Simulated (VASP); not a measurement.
# Ge (Fd-3m) in VASP: notebook

Aim: see how the results for Ge move with the level of theory and the settings. Levels: LDA, PBE. Tasks: single point.

Program: VASP 6.6.1. These are calculated values, not measurements. Logs are shortened: lines on timing, memory, paths and dates and some standing lists are left out, and cuts for length are marked.

## 1. The cell of the first run

The structure is cubic, space group Fd-3m (No. 227). Conventional cell: a = 5.621 Å, b = 5.621 Å, c = 5.621 Å, α = 90.00°, β = 90.00°, γ = 90.00°. Within 3.2 Å of Ge (site symmetry -43m) lie 4 Ge at 2.43 Å.

## 2. Single point, LDA

Contents of INCAR:

```
PREC = Accurate
ENCUT = 520
EDIFF = 1E-6
ISMEAR = -1
SIGMA = 0.02
LREAL = False
LASPH = True
NELM = 80
ALGO = Normal
ISIF = 2
LWAVE = False
LCHARG = False
NBANDS = 21
```

Contents of KPOINTS:

```
Automatic mesh
0
Gamma
  8 8 8
```

Contents of POSCAR:

```
Ge
1.0
    0.0000000000      2.8107137188      2.8107137188
    2.8107137188      0.0000000000      2.8107137188
    2.8107137188      2.8107137188      0.0000000000
Ge
2
Direct
    0.0000000000      0.0000000000      0.0000000000
    0.2500000000      0.2500000000      0.2500000000
```

Potentials or basis: VASP PAW LDA potentials, release 64 (Ge_d).

Launch:

```sh
$ cat potpaw_LDA.64/Ge_d/POTCAR > POTCAR
$ mpirun -np 1 vasp_std > vasp.out
```

OUTCAR:

```text
PREC = Accurate
   ENCUT = 520
   EDIFF = 1E-6
   ISMEAR = -1
   LREAL = False
   LASPH = True
   NELM = 80
   ISIF = 2

 ion  position               nearest neighbor table
   1  0.000  0.000  0.000-   2 2.43   2 2.43   2 2.43   2 2.43
   2  0.250  0.250  0.250-   1 2.43   1 2.43   1 2.43   1 2.43

  LATTYP: Found a face centered cubic cell.
 ALAT       =     5.6214274376

  Lattice vectors:

 A1 = (   0.0000000000,   2.8107137188,   2.8107137188)
 A2 = (   2.8107137188,   0.0000000000,   2.8107137188)
 A3 = (   2.8107137188,   2.8107137188,   0.0000000000)

Analysis of symmetry for initial positions (statically):
=====================================================================
 Subroutine PRICEL returns:
 Original cell was already a primitive cell.

 Routine SETGRP: Setting up the symmetry group for a
 face centered cubic supercell.

 Subroutine GETGRP returns: Found 48 space group operations
 (whereof 24 operations were pure point group operations)
 out of a pool of 48 trial point group operations.

The static configuration has the point symmetry T_d .
 The point group associated with its full space group is O_h .

Analysis of symmetry for dynamics (positions and initial velocities):
=====================================================================
 Subroutine PRICEL returns:
 Original cell was already a primitive cell.

 Routine SETGRP: Setting up the symmetry group for a
 face centered cubic supercell.

 Subroutine GETGRP returns: Found 48 space group operations
 (whereof 24 operations were pure point group operations)
 out of a pool of 48 trial point group operations.

The dynamic configuration has the point symmetry T_d .
 The point group associated with its full space group is O_h .

 Subroutine INISYM returns: Found 48 space group operations
 (whereof 24 operations are pure point group operations),
 and found     1 'primitive' translations

----------------------------------------------------------------------------------------

                                     Primitive cell

  volume of cell :      44.4099

  direct lattice vectors                    reciprocal lattice vectors
     0.000000000  2.810713719  2.810713719    -0.177890760  0.177890760  0.177890760
     2.810713719  0.000000000  2.810713719     0.177890760 -0.177890760  0.177890760
     2.810713719  2.810713719  0.000000000     0.177890760  0.177890760 -0.177890760

  length of vectors
     3.974949461  3.974949461  3.974949461     0.308115835  0.308115835  0.308115835

  position of ions in fractional coordinates (direct lattice)
     0.000000000  0.000000000  0.000000000
     0.250000000  0.250000000  0.250000000

  ion indices of the primitive-cell ions
   primitive index   ion index
                 1           1
                 2           2

----------------------------------------------------------------------------------------

 KPOINTS: Automatic mesh

Automatic generation of k-mesh.
 Grid dimensions read from file:
 generate k-points for:    8    8    8

 Generating k-lattice:

  Cartesian coordinates                     Fractional coordinates (reciprocal lattice)
    -0.022236345  0.022236345  0.022236345     0.125000000  0.000000000  0.000000000
     0.022236345 -0.022236345  0.022236345     0.000000000  0.125000000  0.000000000
     0.022236345  0.022236345 -0.022236345     0.000000000  0.000000000  0.125000000

  Length of vectors
     0.038514479  0.038514479  0.038514479

  Shift w.r.t. Gamma in fractional coordinates (k-lattice)
     0.000000000  0.000000000  0.000000000

 Subroutine IBZKPT returns following result:
 ===========================================

 Found     29 irreducible k-points:

 Following reciprocal coordinates:
            Coordinates               Weight
  0.000000  0.000000  0.000000      1.000000
  0.125000  0.000000  0.000000      8.000000
  0.250000  0.000000  0.000000      8.000000
  0.375000  0.000000  0.000000      8.000000
  0.500000  0.000000  0.000000      4.000000
  0.125000  0.125000  0.000000      6.000000
[... 16 lines left out ...]
  0.500000  0.250000  0.125000     48.000000
 -0.375000  0.250000  0.125000     24.000000
 [... further k-points ...]
   k-points           NKPTS =     29   k-points in BZ     NKDIM =     29   number of bands    NBANDS=     21
   number of dos      NEDOS =    301   number of ions     NIONS =      2
   total plane-waves  NPLWV =  27000
   dimension x,y,z NGX =    30 NGY =   30 NGZ =   30
   dimension x,y,z NGXF=    60 NGYF=   60 NGZF=   60
   ions per type =               2
   NGX,Y,Z   is equivalent  to a cutoff of  12.55, 12.55, 12.55 a.u.
   NGXF,Y,Z  is equivalent  to a cutoff of  25.09, 25.09, 25.09 a.u.
 SYSTEM =  unknown system
   PREC   = accura    normal or accurate (medium, high low for compatibility)
   ISTART =      0    job   : 0-new  1-cont  2-samecut
   ICHARG =      2    charge: 1-file 2-atom 10-const
   ISPIN  =      1    spin polarized calculation?
   LNONCOLLINEAR =      F non collinear calculations
   LSORBIT =      F    spin-orbit coupling
   LASPH  =      T    aspherical Exc in radial PAW
   ENCUT  =  520.0 eV  38.22 Ry    6.18 a.u.   7.39  7.39  7.39*2*pi/ulx,y,z
   NELM   =     80;   NELMIN=  2; NELMDL= -5     # of ELM steps
   EDIFF  = 0.1E-05   stopping-criterion for ELM
   LREAL  =      F    real-space projection
   EDIFFG = 0.1E-04   stopping-criterion for IOM
   NSW    =      0    number of steps for IOM
   IBRION =     -1    ionic relax: 0-MD 1-quasi-New 2-CG
   NFREE  =      0    steps in history (QN), initial steepest desc. (CG)
   ISIF   =      2    stress and relaxation
   ISYM   =      2    0-nonsym 1-usesym 2-fastsym
   POTIM  = 0.5000    time-step for ionic-motion
   TEBEG  =    0.0;   TEEND  =   0.0 temperature during run
   PSTRESS=    0.0 pullay stress
   NELECT =      28.0000    total number of electrons
   NUPDOWN=      -1.0000    fix difference up-down
   EMIN   =  10.00;   EMAX   =-10.00  energy-range for DOS
   EFERMI =   0.00;   METHOD = LEGACY
   ISMEAR =    -1;   SIGMA  =   0.02  broadening in eV -4-tet -1-fermi 0-gaus
   EFERMI_NEDOS =   21; number of points for ismear=-14 and -15
   IALGO  =     38    algorithm
   IMIX   =      4    mixing-type and parameters
     AMIX     =   0.40;   BMIX     =  1.00
     AMIX_MAG =   1.60;   BMIX_MAG =  1.00
  volume/ion in A,a.u.               =      22.20       149.85
  Fermi-wavevector in a.u.,A,eV,Ry     =   1.403786  2.652771 26.811845  1.970615
  Thomas-Fermi vector in A             =   2.526413
   LORBIT       =      0    0 simple, 1 ext, 2 COOP (PROOUT), +10 PAW based schemes
   GGA     = CA    functional components
   LHFCALC =     F    Hartree Fock is set to
   AEXX    =    0.0000 exact exchange contribution
   IVDW    =     0    specifies the selected vdW correction
   LEPSILON=     F    determine dielectric tensor
   LRPA    =     F    only Hartree local field effects (RPA)
 non-spin polarized calculation
  energy-cutoff  :      520.00
  volume of cell :       44.41
 maximum number of plane-waves:      1243
 NGX is ok and might be reduce to    30
   NGX = 15   NGY = 15   NGZ = 15

 number of electron      28.0000032 magnetization

 Free energy of the ion-electron system (eV)
  ---------------------------------------------------
  ext. energy  EPLUGINS =         0.00000000
  ---------------------------------------------------
  free energy    TOTEN  =       -10.38029367 eV

  energy without entropy =      -10.38011551  energy(sigma->0) =      -10.38020459

 E-fermi :   4.9483     XC(G=0): -10.3787

 val. band max:        4.9168304210   @ k =   0.0000   0.0000   0.0000
 cond. band min:       4.9501719540   @ k =   0.0000   0.0000   0.0000
 fundamental gap:      0.0333415329
 Fermi energy:         4.9483295054

 k-point     1 :       0.0000    0.0000    0.0000
  band No.  band energies     occupation
      1     -20.0511      2.00000
      2     -20.0511      2.00000
      3     -20.0511      2.00000
      4     -20.0130      2.00000
      5     -20.0130      2.00000
      6     -19.7916      2.00000
[... 13 lines left out ...]
     20      14.5183      0.00000
     21      14.5183      0.00000

 k-point     2 :       0.1250    0.0000    0.0000
  band No.  band energies     occupation
      1     -20.0596      2.00000
      2     -20.0596      2.00000
      3     -20.0485      2.00000
      4     -20.0009      2.00000
      5     -20.0009      2.00000
      6     -19.8038      2.00000
[... 13 lines left out ...]
     20      13.5425      0.00000
     21      13.5425      0.00000

 k-point     3 :       0.2500    0.0000    0.0000
  band No.  band energies     occupation
      1     -20.0702      2.00000
      2     -20.0702      2.00000
      3     -20.0421      2.00000
      4     -19.9829      2.00000
      5     -19.9829      2.00000
      6     -19.8181      2.00000
[... 13 lines left out ...]
     20      13.2814      0.00000
     21      13.2814      0.00000

 k-point     4 :       0.3750    0.0000    0.0000
  band No.  band energies     occupation
      1     -20.0755      2.00000
      2     -20.0755      2.00000
      3     -20.0354      2.00000
      4     -19.9719      2.00000
      5     -19.9719      2.00000
      6     -19.8255      2.00000
[... 13 lines left out ...]
     20      14.4768      0.00000
     21      14.4768      0.00000

 k-point     5 :       0.5000    0.0000    0.0000
  band No.  band energies     occupation
      1     -20.0768      2.00000
      2     -20.0768      2.00000
      3     -20.0326      2.00000
      4     -19.9689      2.00000
      5     -19.9689      2.00000
      6     -19.8271      2.00000
[... 13 lines left out ...]
     20      16.0619      0.00000
     21      16.1922      0.00000
[... 382 lines left out ...]
     20      16.5471      0.00000
     21      17.8547      0.00000

 k-point    22 :       0.3750    0.2500    0.1250
  band No.  band energies     occupation
      1     -20.0812      2.00000
      2     -20.0785      2.00000
      3     -20.0336      2.00000
      4     -19.9748      2.00000
      5     -19.9447      2.00000
      6     -19.8720      2.00000
[... 13 lines left out ...]
     20      14.9860      0.00000
     21      15.3586      0.00000

 k-point    23 :       0.5000    0.2500    0.1250
  band No.  band energies     occupation
      1     -20.0937      2.00000
      2     -20.0853      2.00000
      3     -20.0107      2.00000
      4     -19.9591      2.00000
      5     -19.9314      2.00000
      6     -19.8810      2.00000
[... 13 lines left out ...]
     20      14.5699      0.00000
     21      16.4446      0.00000

 k-point    24 :      -0.3750    0.2500    0.1250
  band No.  band energies     occupation
      1     -20.0992      2.00000
      2     -20.0868      2.00000
      3     -20.0004      2.00000
      4     -19.9475      2.00000
      5     -19.9329      2.00000
      6     -19.8756      2.00000
[... 13 lines left out ...]
     20      15.8470      0.00000
     21      16.4296      0.00000

 [... further k-points ...]

------------------------ aborting loop because EDIFF is reached ----------------------------------------

  FORCE on cell =-STRESS in cart. coord.  units (eV):
  Direction    XX          YY          ZZ          XY          YZ          ZX
  --------------------------------------------------------------------------------------
  -------------------------------------------------------------------------------------
  Total        0.0481467      0.0481467      0.0481467      0.0000000      0.0000000     -0.0000000
  in kB        1.7369884      1.7369884      1.7369884      0.0000000      0.0000000     -0.0000000
  external PRESSURE =       1.7369884 kB  Pullay stress =       0.0000000 kB

 VOLUME and BASIS-vectors are now :
 -----------------------------------------------------------------------------
  energy-cutoff  :      520.00
  volume of cell :       44.41
      direct lattice vectors                 reciprocal lattice vectors
     0.000000000  2.810713719  2.810713719    -0.177890760  0.177890760  0.177890760
     2.810713719  0.000000000  2.810713719     0.177890760 -0.177890760  0.177890760
     2.810713719  2.810713719  0.000000000     0.177890760  0.177890760 -0.177890760

 POSITION                                       TOTAL-FORCE (eV/Angst)
 -----------------------------------------------------------------------------------
      0.00000      0.00000      0.00000         0.000000     -0.000000     -0.000000
      1.40536      1.40536      1.40536        -0.000000      0.000000      0.000000
 -----------------------------------------------------------------------------------
    total drift:                                0.000000      0.000000      0.000000

  FREE ENERGIE OF THE ION-ELECTRON SYSTEM (eV)
  ---------------------------------------------------
  free  energy   TOTEN  =       -10.3802936682 eV

  energy  without entropy=      -10.3801155135  energy(sigma->0) =      -10.38020459
```

It took 11 s on 1 thread of Intel Xeon 6975P-C (Granite Rapids), shared host; peak memory 0.15 GiB.

What came out:

```
Free energy            : -10.3803 eV
Pressure               : 0.2 GPa
Band gap on the k mesh : 0.03 eV, direct
```

A k mesh can miss the band edges.

## 3. Single point, PBE

This run uses another cell than the first one, of 22.83 Å³/atom, 1.028 times its volume.

Contents of INCAR:

```
SYSTEM = Ge
ALGO = Normal
EDIFF = 1E-6
ENCUT = 520
GGA = PE
ISIF = 2
ISMEAR = -1
LASPH = .TRUE.
LCHARG = .TRUE.
LELF = .TRUE.
LREAL = .FALSE.
LVHAR = .TRUE.
LWAVE = .FALSE.
NBANDS = 21
NELM = 100
PREC = Accurate
SIGMA = 0.02
```

Contents of KPOINTS:

```
k-points
0
G
  8 8 8
  0 0 0
```

Contents of POSCAR:

```
Ge
1.0
    0.0000000000      2.8368735119      2.8368735119
    2.8368735119      0.0000000000      2.8368735119
    2.8368735119      2.8368735119      0.0000000000
Ge
2
Direct
    0.0000000000      0.0000000000      0.0000000000
    0.2500000000      0.2500000000      0.2500000000
```

Potentials or basis: VASP PAW PBE potentials, release 64 (Ge_d).

Launch:

```sh
$ cat potpaw_PBE.64/Ge_d/POTCAR > POTCAR
$ mpirun -np 1 vasp_std > vasp.out
```

Run time: 14 s. Hardware: 1 thread of Intel Xeon 6975P-C (Granite Rapids), shared host; peak memory 0.17 GiB.

It converged, with:

```
Free energy            : -9.0068 eV
Pressure               : 2.9 GPa
Band gap on the k mesh : zero (filled and empty bands touch)
```

Levels at points of the mesh, in eV from the Fermi level:
| k point | band 12 | band 13 | band 14 | band 15 | band 16 | band 17 |
| --- | --- | --- | --- | --- | --- | --- |
| (0.00, 0.00, 0.00) | -0.06 | -0.02 | -0.02 | -0.02 | 2.53 | 2.53 |
| (0.50, 0.00, 0.00) | -7.57 | -1.41 | -1.41 | 0.14 | 3.73 | 3.73 |
| (0.50, 0.50, 0.00) | -8.87 | -3.06 | -3.06 | 0.75 | 0.75 | 9.43 |

[end of part 1 of 2]
